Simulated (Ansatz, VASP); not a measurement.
# Rb in VASP and in Ansatz

```xyz
1
Lattice="-2.8246 2.8246 2.8246 2.8246 -2.8246 2.8246 2.8246 2.8246 -2.8246" Properties=species:S:1:pos:R:3 pbc="T T T"
Rb    0.0000    0.0000    0.0000
```

Change from the starting cell: volume scaled by 1.02.

Alike in both runs: task single point; functional PBEsol; k mesh 8 × 8 × 8; occupations fermi-dirac, width 0.05 eV; no spin polarisation.

|  | VASP | Ansatz |
| --- | --- | --- |
| version | VASP 6.6.1 | Ansatz 0.2.0 |
| potentials or method | VASP PAW PBE potentials, release 64 (Rb_sv), cutoff 520 eV | all-electron LAPW, scalar-relativistic |

|  | VASP | Ansatz | Ansatz less VASP |
| --- | --- | --- | --- |
| pressure (GPa) | -0.1 | -0.1 | 0.00 |

VASP's potentials were made for PBE, not for PBEsol. Ansatz ran all-electron here, and VASP with PAW potentials.
